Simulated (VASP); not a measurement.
Write the native input for VASP 6.6.1 that does the following.

```yaml
Task: relaxation of cell and atoms
Functional: PBEsol
Potentials_or_basis: VASP PAW PBE potentials, release 64 (Cu)
Cutoff: 600 eV
k_mesh: 11 × 11 × 6
Occupations: methfessel-paxton, width 0.05 eV
Spin: no spin polarisation
Target_pressure: 40 GPa
Dipole_correction: no
Further_INCAR_settings: ALGO = Normal; EDIFF = 1e-06; IBRION = 2; EDIFFG = -0.02; NSW = 80; ISIF = 3
```

The structure of Cu lies in POSCAR:

```
Cu
1.0
    2.5600000000      0.0000000000      0.0000000000
   -1.2800000000      2.2170250337      0.0000000000
    0.0000000000      0.0000000000      4.1804800000
Cu
2
Direct
    0.3333333333      0.6666666667      0.2500000000
    0.6666666667      0.3333333333      0.7500000000
```

These files were run (other wordings do the same):

INCAR

```
SYSTEM = Cu
PREC     = Accurate       ! precision mode
ENCUT    = 600            ! plane-wave cutoff, eV
EDIFF    = 1E-6           ! SCF threshold, eV
ISMEAR   = 1              ! smearing method
SIGMA    = 0.05           ! smearing width, eV
LREAL    = .FALSE.        ! projectors in reciprocal space
LASPH    = .TRUE.         ! aspherical terms in the spheres
NELM     = 60             ! most SCF steps
ALGO     = Normal         ! electronic algorithm
ISIF     = 3              ! what is computed and relaxed
LWAVE    = .FALSE.        ! write WAVECAR
LCHARG   = .FALSE.        ! write CHGCAR
GGA      = PS             ! functional
IBRION   = 2              ! ionic algorithm
NSW      = 80             ! ionic steps
EDIFFG   = -0.02          ! ionic threshold
PSTRESS  = 400.0
```

KPOINTS

```
regular mesh
0
G
  11 11 6
  0 0 0
```

Potentials or basis: VASP PAW PBE potentials, release 64 (Cu).

The run is started by

```bash
$ cat potpaw_PBE.64/Cu/POTCAR > POTCAR
$ mpirun -np 1 vasp_std > vasp.out
```

Results of the run:

```
Relaxed volume                                         : 9.66 Å³/atom
Relaxed cell                                           : a = 2.383 Å, b = 2.383 Å, c = 3.926 Å, α = 90.00°, β = 90.00°, γ = 120.00°
Space group after relaxing (to 0.05 Å)                 : P6_3/mmc (No. 194)
Energy change on relaxing (the enthalpy is what falls) : +170.3 meV/atom
Ionic steps                                            : 6
Pressure after relaxing                                : 40.1 GPa
Band gap on the k mesh                                 : zero (band 11 reaches 14.06 eV, above the bottom of band 12 at 7.90 eV)
```

Caveat: the cell is relaxed towards a set pressure, so the enthalpy falls and the energy may rise; the volume moved by over 15 % at a fixed basis, so the end points are rough; the PAW data sets were made with another functional, which shifts forces and pressure a little.

Run time: 100 s on 1 thread of Intel(R) Xeon(R) Platinum 8259CL CPU @ 2.50GHz (Skylake/Cascade Lake), on a shared host, peak memory 0.16 GiB.
